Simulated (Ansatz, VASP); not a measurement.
One calculation of Au, two programs

File INCAR:

```
SYSTEM = Au
PREC = Accurate ; ENCUT = 520
EDIFF = 1E-7 ; ISMEAR = -1
SIGMA = 0.0159 ; LREAL = .FALSE.
LASPH = .TRUE. ; NELM = 150
ALGO = Normal ; ISIF = 2
LWAVE = .FALSE. ; LCHARG = .TRUE.
MAGMOM = 0 0 0 ; LORBIT = 11
LSORBIT = .TRUE. ; GGA_COMPAT = .FALSE.
LORBMOM = .TRUE. ; LMAXMIX = 4
LVHAR = .TRUE. ; NBANDS = 22
```

File KPOINTS:

```
Automatic mesh
0
G
  14 14 14
  0 0 0
```

File POSCAR:

```
Au
1.0
    0.0000000000      2.0326075700      2.0326075700
    2.0326075700      0.0000000000      2.0326075700
    2.0326075700      2.0326075700      0.0000000000
Au
1
Direct
    0.0000000000      0.0000000000      0.0000000000
```

Input for Ansatz:

```yaml
crystal:
  lattice:
    - [0.0, 2.03260757, 2.03260757]
    - [2.03260757, 0.0, 2.03260757]
    - [2.03260757, 2.03260757, 0.0]
  atoms:
    - { symbol: Au, position: [0.0, 0.0, 0.0] }
  symmetry: { tolerance: 0.0003 }
kpoints:
  mp_grid: { grid: [14, 14, 14], shift: [0, 0, 0] }
  band_path:
    path:
      - [0.0, 0.0, 0.0]
      - [0.5, 0.0, 0.5]
      - [0.625, 0.25, 0.625]
      - [0.375, 0.375, 0.75]
      - [0.0, 0.0, 0.0]
      - [0.5, 0.5, 0.5]
      - [0.5, 0.25, 0.75]
      - [0.5, 0.0, 0.5]
    npoints: 8
magnetization:
  noncollinear: true
  spin_orbit: true
scf:
  occupations: { method: fermi_dirac, width: 0.0159 }
  lower_state_search: "off"
  max_iter: 200
hamiltonian:
  pseudopotentials: { kind: paw_fr }
  xc: lda
basis:
  ecutwfc: 420
  fft_grid_basis: typed
output:
  forces: true
  stress: true
  eigenvalues: true
  bader: true
  populations: true
  elf: true
  write_potential: true
  volumetric_format: npy
  dos:
    e_range: [-12, 8]
    de: 0.05
    projected: { site_lists: { Au: [Au] } }
    method: { smearing: { sigma: 0.1, scheme: gaussian } }
checkpoint:
  read: saved_state
```

Alike in both runs: task single point; functional LDA; k mesh 14 × 14 × 14; occupations fermi-dirac, width 0.0159 eV; non-collinear spin, spin-orbit coupling.

|  | VASP | Ansatz |
| --- | --- | --- |
| version | VASP 6.6.1 | Ansatz 0.2.0 |
| potentials or method | VASP PAW LDA potentials, release 64 (Au), cutoff 520 eV | PAW plane waves |
| valence electrons in the cell | 11 | 19 |

|  | VASP | Ansatz | Ansatz less VASP |
| --- | --- | --- | --- |
| pressure (GPa) | -3.0 | -3.8 | -0.72 |
| net moment per atom (μB) | 0.00 | 0.00 | 0.000 |

LDA's correlation is that of Perdew and Zunger in VASP and of Perdew and Wang (1992) in Ansatz. VASP's potentials hold 11 valence electrons a cell and Ansatz's 19, so a difference there can come from the potentials and not from the codes.
